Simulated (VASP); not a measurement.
A run of VASP 6.6.1:

Contents of POSCAR:

```
Ta3Se4
1.0
    6.2755500000     -1.1756110000     -0.0395090000
    0.4131150000      6.3820540000     -1.7368310000
   -1.4437800000     -0.4477110000      5.9110200000
Se Ta
8 6
Direct
    0.2496200000      0.1576410000      0.8963880000
    0.3442780000      0.5191630000      0.9641610000
    0.7563710000      0.0116450000      0.9330060000
    0.9265530000      0.7940250000      0.6815410000
    0.5173430000      0.0937830000      0.6490640000
    0.0792100000      0.3388290000      0.1727000000
    0.4337170000      0.5355720000      0.3528940000
    0.8335250000      0.4518430000      0.3834410000
    0.7274760000      0.7526240000      0.2401520000
    0.3352650000      0.7734990000      0.7319770000
    0.5255780000      0.1128640000      0.2382710000
    0.1872320000      0.7998930000      0.2615050000
    0.6616750000      0.5001070000      0.7381160000
    0.0174110000      0.1709710000      0.5065030000
```

INCAR.step1

```
SYSTEM = Ta3Se4
PREC     = Accurate       ! precision mode
ENCUT    = 520            ! plane-wave cutoff, eV
ISMEAR   = -1             ! smearing method
SIGMA    = 0.0125         ! smearing width, eV
LREAL    = .False.        ! projectors in reciprocal space
LASPH    = .True.         ! aspherical terms in the spheres
NELM     = 80             ! most SCF steps
NBANDS   = 70             ! bands
GGA      = PE             ! functional
ALGO     = Normal         ! electronic algorithm
EDIFF    = 1E-4           ! SCF threshold, eV
LWAVE    = .True.         ! write WAVECAR
LCHARG   = .False.        ! write CHGCAR
```

The input INCAR.step2:

```
SYSTEM = Ta3Se4
PREC     = Accurate       ! precision mode
ENCUT    = 520            ! plane-wave cutoff, eV
EDIFF    = 1E-6           ! SCF threshold, eV
ISMEAR   = -1             ! smearing method
SIGMA    = 0.0125         ! smearing width, eV
LREAL    = .False.        ! projectors in reciprocal space
LASPH    = .True.         ! aspherical terms in the spheres
NELM     = 80             ! most SCF steps
ALGO     = Normal         ! electronic algorithm
ISIF     = 2              ! what is computed and relaxed
LWAVE    = .False.        ! write WAVECAR
LCHARG   = .False.        ! write CHGCAR
METAGGA  = R2SCAN         ! meta-GGA
LMIXTAU  = .True.       
NBANDS   = 70             ! bands
ISTART   = 1
```

File KPOINTS:

```
Automatic mesh
0
Gamma
  3 3 3
  0 0 0.5
```

Potentials or basis: VASP PAW PBE potentials, release 64 (Se, Ta_pv).

The run is started by

```bash
$ cat potpaw_PBE.64/Se/POTCAR potpaw_PBE.64/Ta_pv/POTCAR > POTCAR
$ cp INCAR.step1 INCAR
$ mpirun -np 1 vasp_std > vasp.out
$ cp INCAR.step2 INCAR
$ mpirun -np 1 vasp_std > vasp.out
```

Hardware: 1 thread of Oxide Virtual Turin-like Processor (shared host).

Question: Estimate the wall time of this run.

Answer: Run time: 38 min on 1 thread of Oxide Virtual Turin-like Processor, with other jobs on the host, peak memory 0.41 GiB. Counts: k points 14.
